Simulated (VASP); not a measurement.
Here is a VASP 6.6.1 calculation.

Contents of INCAR:

```
SYSTEM = Mo4C3
PREC     = Accurate       ! precision mode
ENCUT    = 600            ! plane-wave cutoff, eV
EDIFF    = 1E-6           ! SCF threshold, eV
ISMEAR   = 0              ! smearing method
SIGMA    = 0.1            ! smearing width, eV
LREAL    = .FALSE.        ! projectors in reciprocal space
LASPH    = .TRUE.         ! aspherical terms in the spheres
NELM     = 100            ! most SCF steps
ALGO     = Normal         ! electronic algorithm
ISIF     = 3              ! what is computed and relaxed
LWAVE    = .FALSE.        ! write WAVECAR
LCHARG   = .FALSE.        ! write CHGCAR
GGA      = PE             ! functional
IBRION   = 2              ! ionic algorithm
NSW      = 90             ! ionic steps
EDIFFG   = -0.04          ! ionic threshold
```

File KPOINTS:

```
Automatic mesh
0
G
  6 6 4
  0 0 0
```

The input POSCAR:

```
Mo4C3
1.0
    4.4795693300      0.0000000000      0.0000000000
   -2.2397846700      3.8794208400      0.0000000000
    0.0000000000      0.0000000000      6.5030959100
Mo C
4 3
Direct
    0.3333333300      0.6666666700      0.0000000000
    0.6666666700      0.3333333300      0.0000000000
    0.0000000000      0.0000000000      0.2350542100
    0.0000000000      0.0000000000      0.7649457900
    0.3998182200      0.0000000000      0.5000000000
    0.0000000000      0.3998182200      0.5000000000
    0.6001817800      0.6001817800      0.5000000000
```

Potentials or basis: VASP PAW PBE potentials, release 64 (Mo_sv, C).

Run with:

```sh
$ cat potpaw_PBE.64/Mo_sv/POTCAR potpaw_PBE.64/C/POTCAR > POTCAR
$ mpirun -np 1 vasp_std > vasp.out
```

Question: Predict the space group after relaxing (to 0.1 Å).

Answer: P-62m (No. 189).

Question: Predict the relaxed volume.

Answer: 12.18 Å³/atom.

Forces in eV/Å, atoms in the order of the input:
```
Mo   0.000  0.000  0.000
Mo   0.000  0.000  0.000
Mo   0.000  0.000 -0.006
Mo   0.000  0.000  0.006
C    0.030  0.000  0.000
C   -0.015  0.026  0.000
C   -0.015 -0.026  0.000
```

Caveat: the volume moved by over 15 % at a fixed basis, so the end points are rough.
